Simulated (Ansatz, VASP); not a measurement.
SiC5 in VASP and in Ansatz

```
Si C
1.0
     2.65349    0.00000    0.00000
    -1.32675    2.29799    0.00000
     0.00000    0.00000   12.99941
Si C
1 5
Direct
  0.00000 0.00000 0.50000
  0.00000 0.00000 0.00000
  0.33333 0.66667 0.83333
  0.66667 0.33333 0.66667
  0.33333 0.66667 0.33333
  0.66667 0.33333 0.16667
```

Alike in both runs: task single point; functional PBE; k mesh 6 × 6 × 2; occupations gaussian, width 0.1 eV; no spin polarisation.

|  | VASP | Ansatz |
| --- | --- | --- |
| version | VASP 6.6.1 | Ansatz 0.2.0 |
| potentials or method | VASP PAW PBE potentials, release 64 (Si, C), cutoff 520 eV | scalar-relativistic, plane waves, PAW |
| valence electrons in the cell | 24 | 24 |

|  | VASP | Ansatz | Ansatz less VASP |
| --- | --- | --- | --- |
| gap on the k mesh at the Fermi level (eV) | none | none | - |
| pressure (GPa) | -23.7 | -23.7 | -0.02 |
| traceless stress, the component that is largest in VASP (GPa) | -4.75 | -4.76 | -0.003 |
| rms of the force components (eV/Å) | 0.036 | 0.036 | 0.0000 |

Atom by atom the forces differ by 0.000 eV/Å (rms over components). A gap of «none» marks a metal or a gap that the smearing closes.

The k mesh is coarse, so the values compare programs but aren't converged.
